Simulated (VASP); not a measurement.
# MoS2 in VASP: settings compared

Aim: see how the results for MoS2 move with the level of theory and the settings. Levels: PBE+D3(BJ), PBE. Tasks: single point.

Everything below comes from runs of VASP 6.6.1. Logs are shortened: lines on timing, memory, paths and dates and some standing lists are left out, and cuts for length are marked.

### Step 1. The cell of the first run

The cell holds a slab with vacuum, 3 atoms: a = 3.154 Å, b = 3.154 Å, c = 32.263 Å, α = 90.00°, β = 90.00°, γ = 120.00°.

### Step 2. Single point, PBE+D3(BJ)

INCAR reads:

```
PREC = Accurate
ENCUT = 520
EDIFF = 1E-7
ISMEAR = 0
SIGMA = 0.01
LREAL = False
LASPH = True
NELM = 80
ALGO = Normal
ISIF = 2
LWAVE = False
LCHARG = False
LDIPOL = True
IDIPOL = 3
DIPOL = 0.5 0.5 0.500
GGA = PE
IVDW = 12
NBANDS = 20
```

KPOINTS reads:

```
Automatic mesh
0
Gamma
  12 12 1
```

POSCAR reads:

```
MoS2
1.0
    3.1542346165      0.0000000000      0.0000000000
   -1.5771173083      2.7316473074      0.0000000000
    0.0000000000      0.0000000000     32.2630186430
S Mo
2 1
Direct
    0.3333333333      0.6666666667      0.4514239391
    0.3333333333      0.6666666667      0.5485760609
    0.6666666667      0.3333333333      0.5000000000
```

Potentials or basis: VASP PAW PBE potentials, release 64 (S, Mo_sv).

The run is started by

```console
> cat potpaw_PBE.64/S/POTCAR potpaw_PBE.64/Mo_sv/POTCAR > POTCAR
> mpirun -np 1 vasp_std > vasp.out
```

OUTCAR:

```text
PREC = Accurate
   ENCUT = 520
   EDIFF = 1E-7
   ISMEAR = 0
   LREAL = False
   LASPH = True
   NELM = 80
   ISIF = 2
   GGA = PE
   IVDW = 12
 IVDW          = 12

 ion  position               nearest neighbor table
   1  0.333  0.667  0.451-   3 2.40   3 2.40   3 2.40
   2  0.333  0.667  0.549-   3 2.40   3 2.40   3 2.40
   3  0.667  0.333  0.500-   1 2.40   2 2.40   1 2.40   2 2.40   1 2.40   2 2.40

  LATTYP: Found a hexagonal cell.
 ALAT       =     3.1542346165
 C/A-ratio  =    10.2284777658

  Lattice vectors:

 A1 = (   3.1542346165,   0.0000000000,   0.0000000000)
 A2 = (  -1.5771173083,   2.7316473074,   0.0000000000)
 A3 = (   0.0000000000,   0.0000000000,  32.2630186430)

Analysis of symmetry for initial positions (statically):
=====================================================================
 Subroutine PRICEL returns:
 Original cell was already a primitive cell.

 Routine SETGRP: Setting up the symmetry group for a
 hexagonal supercell.

 Subroutine GETGRP returns: Found 12 space group operations
 (whereof 12 operations were pure point group operations)
 out of a pool of 24 trial point group operations.

The static configuration has the point symmetry D_3h.

Analysis of symmetry for dynamics (positions and initial velocities):
=====================================================================
 Subroutine PRICEL returns:
 Original cell was already a primitive cell.

 Routine SETGRP: Setting up the symmetry group for a
 hexagonal supercell.

 Subroutine GETGRP returns: Found 12 space group operations
 (whereof 12 operations were pure point group operations)
 out of a pool of 24 trial point group operations.

The dynamic configuration has the point symmetry D_3h.

 Subroutine INISYM returns: Found 12 space group operations
 (whereof 12 operations are pure point group operations),
 and found     1 'primitive' translations

----------------------------------------------------------------------------------------

                                     Primitive cell

  volume of cell :     277.9864

  direct lattice vectors                    reciprocal lattice vectors
     3.154234617  0.000000000  0.000000000     0.317034121  0.183039735  0.000000000
    -1.577117308  2.731647307  0.000000000     0.000000000  0.366079471  0.000000000
     0.000000000  0.000000000 32.263018643     0.000000000  0.000000000  0.030995240

  length of vectors
     3.154234617  3.154234617 32.263018643     0.366079471  0.366079471  0.030995240

  position of ions in fractional coordinates (direct lattice)
     0.333333333  0.666666667  0.451423939
     0.333333333  0.666666667  0.548576061
     0.666666667  0.333333333  0.500000000

  ion indices of the primitive-cell ions
   primitive index   ion index
                 1           1
                 2           2
                 3           3

----------------------------------------------------------------------------------------

 KPOINTS: Automatic mesh

Automatic generation of k-mesh.
 Grid dimensions read from file:
 generate k-points for:   12   12    1

 Generating k-lattice:

  Cartesian coordinates                     Fractional coordinates (reciprocal lattice)
     0.026419510  0.015253311  0.000000000     0.083333333  0.000000000  0.000000000
     0.000000000  0.030506623  0.000000000     0.000000000  0.083333333  0.000000000
     0.000000000  0.000000000  0.030995240     0.000000000  0.000000000  1.000000000

  Length of vectors
     0.030506623  0.030506623  0.030995240

  Shift w.r.t. Gamma in fractional coordinates (k-lattice)
     0.000000000  0.000000000  0.000000000

 Subroutine IBZKPT returns following result:
 ===========================================

 Found     19 irreducible k-points:

 Following reciprocal coordinates:
            Coordinates               Weight
  0.000000  0.000000  0.000000      1.000000
  0.083333  0.000000  0.000000      6.000000
  0.166667  0.000000  0.000000      6.000000
  0.250000  0.000000  0.000000      6.000000
  0.333333  0.000000  0.000000      6.000000
  0.416667  0.000000  0.000000      6.000000
[... 11 lines left out ...]
  0.333333  0.250000  0.000000     12.000000
  0.333333  0.333333  0.000000      2.000000
   k-points           NKPTS =     19   k-points in BZ     NKDIM =     19   number of bands    NBANDS=     20
   number of dos      NEDOS =    301   number of ions     NIONS =      3
   total plane-waves  NPLWV = 138240
   dimension x,y,z NGX =    24 NGY =   24 NGZ =  240
   dimension x,y,z NGXF=    48 NGYF=   48 NGZF=  480
   ions per type =               2   1
   NGX,Y,Z   is equivalent  to a cutoff of  12.65, 12.65, 12.37 a.u.
   NGXF,Y,Z  is equivalent  to a cutoff of  25.30, 25.30, 24.73 a.u.
 SYSTEM =  unknown system
   PREC   = accura    normal or accurate (medium, high low for compatibility)
   ISTART =      0    job   : 0-new  1-cont  2-samecut
   ICHARG =      2    charge: 1-file 2-atom 10-const
   ISPIN  =      1    spin polarized calculation?
   LNONCOLLINEAR =      F non collinear calculations
   LSORBIT =      F    spin-orbit coupling
   LASPH  =      T    aspherical Exc in radial PAW
   ENCUT  =  520.0 eV  38.22 Ry    6.18 a.u.   5.86  5.86 59.99*2*pi/ulx,y,z
   NELM   =     80;   NELMIN=  2; NELMDL= -5     # of ELM steps
   EDIFF  = 0.1E-06   stopping-criterion for ELM
   LREAL  =      F    real-space projection
   EDIFFG = 0.1E-05   stopping-criterion for IOM
   NSW    =      0    number of steps for IOM
   IBRION =     -1    ionic relax: 0-MD 1-quasi-New 2-CG
   NFREE  =      0    steps in history (QN), initial steepest desc. (CG)
   ISIF   =      2    stress and relaxation
   ISYM   =      2    0-nonsym 1-usesym 2-fastsym
   POTIM  = 0.5000    time-step for ionic-motion
   TEBEG  =    0.0;   TEEND  =   0.0 temperature during run
   PSTRESS=    0.0 pullay stress
   NELECT =      26.0000    total number of electrons
   NUPDOWN=      -1.0000    fix difference up-down
   EMIN   =  10.00;   EMAX   =-10.00  energy-range for DOS
   EFERMI =   0.00;   METHOD = LEGACY
   ISMEAR =     0;   SIGMA  =   0.01  broadening in eV -4-tet -1-fermi 0-gaus
   EFERMI_NEDOS =   21; number of points for ismear=-14 and -15
   IALGO  =     38    algorithm
   IMIX   =      4    mixing-type and parameters
     AMIX     =   0.40;   BMIX     =  1.00
     AMIX_MAG =   1.60;   BMIX_MAG =  1.00
  volume/ion in A,a.u.               =      92.66       625.32
  Fermi-wavevector in a.u.,A,eV,Ry     =   0.743119  1.404290  7.513479  0.552225
  Thomas-Fermi vector in A             =   1.838158
   LORBIT       =      0    0 simple, 1 ext, 2 COOP (PROOUT), +10 PAW based schemes
   GGA     = PE    functional components
   LHFCALC =     F    Hartree Fock is set to
   AEXX    =    0.0000 exact exchange contribution
   IVDW    =    12    specifies the selected vdW correction
   LEPSILON=     F    determine dielectric tensor
   LRPA    =     F    only Hartree local field effects (RPA)
 non-spin polarized calculation
 Gauss-broadening in eV      SIGMA  =   0.01
  energy-cutoff  :      520.00
  volume of cell :      277.99
 maximum number of plane-waves:      7522
 NGX is ok and might be reduce to    24
   NGX = 11   NGY = 11   NGZ =119

 dipolmoment           0.000000      0.000000      0.000000 electrons x Angstroem

 number of electron      26.0000001 magnetization

 dipolmoment           0.000000      0.000000     -0.000000 electrons x Angstroem

 Free energy of the ion-electron system (eV)
  ---------------------------------------------------
  ext. energy  EPLUGINS =         0.00000000
  ---------------------------------------------------
  free energy    TOTEN  =       -21.84381674 eV

  energy without entropy =      -21.84381674  energy(sigma->0) =      -21.84381674

 E-fermi :  -3.3230     XC(G=0):  -2.4124

 val. band max:       -3.4427486587   @ k =   0.3333   0.3333   0.0000
 cond. band min:      -1.6626792004   @ k =   0.3333   0.3333   0.0000
 fundamental gap:      1.7800694584
 Fermi energy:        -3.3230081999

 k-point     1 :       0.0000    0.0000    0.0000
  band No.  band energies     occupation
      1     -64.2777      2.00000
      2     -38.4373      2.00000
      3     -38.1994      2.00000
      4     -38.1994      2.00000
      5     -17.6035      2.00000
      6     -16.3007      2.00000
[... 12 lines left out ...]
     19       2.0866      0.00000
     20       2.4958      0.00000

 k-point     2 :       0.0833    0.0000    0.0000
  band No.  band energies     occupation
      1     -64.2748      2.00000
      2     -38.4318      2.00000
      3     -38.2274      2.00000
      4     -38.2058      2.00000
      5     -17.4972      2.00000
      6     -16.2563      2.00000
[... 12 lines left out ...]
     19       2.2255      0.00000
     20       2.6418      0.00000

 k-point     3 :       0.1667    0.0000    0.0000
  band No.  band energies     occupation
      1     -64.2671      2.00000
      2     -38.4168      2.00000
      3     -38.3031      2.00000
      4     -38.2230      2.00000
      5     -17.1946      2.00000
      6     -16.1299      2.00000
[... 12 lines left out ...]
     19       2.6313      0.00000
     20       3.0625      0.00000

 k-point     4 :       0.2500    0.0000    0.0000
  band No.  band energies     occupation
      1     -64.2566      2.00000
      2     -38.4052      2.00000
      3     -38.3962      2.00000
      4     -38.2466      2.00000
      5     -16.7456      2.00000
      6     -15.9440      2.00000
[... 314 lines left out ...]
 k-point    18 :       0.3333    0.2500    0.0000
  band No.  band energies     occupation
      1     -64.2316      2.00000
      2     -38.5352      2.00000
      3     -38.4113      2.00000
      4     -38.3474      2.00000
      5     -15.4457      2.00000
      6     -15.3819      2.00000
[... 12 lines left out ...]
     19       4.8292      0.00000
     20       5.8893      0.00000

 k-point    19 :       0.3333    0.3333    0.0000
  band No.  band energies     occupation
      1     -64.2302      2.00000
      2     -38.5045      2.00000
      3     -38.4590      2.00000
      4     -38.3446      2.00000
      5     -15.3628      2.00000
      6     -15.3382      2.00000
[... 12 lines left out ...]
     19       4.1842      0.00000
     20       6.2037      0.00000

------------------------ aborting loop because EDIFF is reached ----------------------------------------

 vacuum level on the upper side and lower side of the slab       (xc-potential included)        -0.009        -0.009

 Edisp (eV)   -0.95730

 E8    (eV) :    -0.4144

  FORCE on cell =-STRESS in cart. coord.  units (eV):
  Direction    XX          YY          ZZ          XY          YZ          ZX
  --------------------------------------------------------------------------------------
  -------------------------------------------------------------------------------------
  Total      -0.04122    -0.04122    -0.05407     0.00000     0.00000     0.00000
  in kB      -0.23756    -0.23756    -0.31165     0.00000     0.00000     0.00000
  external pressure =       -0.26 kB  Pullay stress =        0.00 kB

 VOLUME and BASIS-vectors are now :
 -----------------------------------------------------------------------------
  energy-cutoff  :      520.00
  volume of cell :      277.99
      direct lattice vectors                 reciprocal lattice vectors
     3.154234617  0.000000000  0.000000000     0.317034121  0.183039735  0.000000000
    -1.577117308  2.731647307  0.000000000     0.000000000  0.366079471  0.000000000
     0.000000000  0.000000000 32.263018643     0.000000000  0.000000000  0.030995240

 POSITION                                       TOTAL-FORCE (eV/Angst)
 -----------------------------------------------------------------------------------
     -0.00000      1.82110     14.56430        -0.000000      0.000000      0.009084
     -0.00000      1.82110     17.69872        -0.000000      0.000000     -0.009084
      1.57712      0.91055     16.13151         0.000000     -0.000000      0.000000
 -----------------------------------------------------------------------------------
    total drift:                               -0.000000      0.000000      0.000000

  FREE ENERGIE OF THE ION-ELECTRON SYSTEM (eV)
  ---------------------------------------------------
  free  energy   TOTEN  =       -22.8011129743 eV

  energy  without entropy=      -22.8011129743  energy(sigma->0) =      -22.80111297

 vacuum level on the upper side and lower side of the slab         2.440         2.440
```

Run time: 2.2 min. Hardware: 1 thread of Intel Xeon Platinum 8488C (Sapphire Rapids), shared host; peak memory 0.41 GiB.

Results:

- Free energy: -22.8011 eV
- Largest force: 0.009 eV/Å
- Band gap on the k mesh: 1.78 eV, direct
- Dispersion energy per atom: -0.319 eV

Forces in eV/Å, atoms in the order of the input:
```
S    0.000  0.000  0.009
S    0.000  0.000 -0.009
Mo   0.000  0.000  0.000
```

### Step 3. Single point, PBE+D3(BJ)

INCAR reads:

```
SYSTEM = MoS2
ALGO = Normal ; DIPOL = 0.5 0.5 0.500
EDIFF = 1E-6 ; ENCUT = 520
GGA = PE ; IDIPOL = 3
ISIF = 2 ; ISMEAR = 0
IVDW = 12 ; LASPH = .TRUE.
LCHARG = .FALSE. ; LDIPOL = .TRUE.
LREAL = .FALSE. ; LWAVE = .FALSE.
NBANDS = 20 ; NELM = 80
PREC = Accurate ; SIGMA = 0.02
```

KPOINTS reads:

```
k-points
0
G
  12 12 1
  0 0 0
```

POSCAR is that of step 2.

Potentials or basis: VASP PAW PBE potentials, release 64 (S, Mo_sv).

The run is started by

```console
> cat potpaw_PBE.64/S/POTCAR potpaw_PBE.64/Mo_sv/POTCAR > POTCAR
> mpirun -np 1 vasp_std > vasp.out
```

It took 2 min on 1 thread of Intel Xeon Platinum 8488C (Sapphire Rapids), shared host; peak memory 0.42 GiB.

Results (log left out):

```
Free energy                : -22.8011 eV
Largest force              : 0.009 eV/Å
Band gap on the k mesh     : 1.78 eV, direct
Dispersion energy per atom : -0.319 eV
```

Forces in eV/Å, atoms in the order of the input:
```
S    0.000  0.000  0.009
S    0.000  0.000 -0.009
Mo   0.000  0.000  0.000
```

Levels at points of the mesh, in eV from the valence-band top:
| k point | band 10 | band 11 | band 12 | band 13 | band 14 | band 15 | band 16 | band 17 |
| --- | --- | --- | --- | --- | --- | --- | --- | --- |
| (0.00, 0.00, 0.00) | -1.86 | -1.45 | -1.45 | -0.09 | 2.84 | 2.84 | 3.07 | 3.07 |
| (0.50, 0.00, 0.00) | -3.16 | -1.95 | -0.91 | -0.65 | 2.35 | 2.85 | 3.92 | 4.38 |

(Continued in part 2 of 2.)
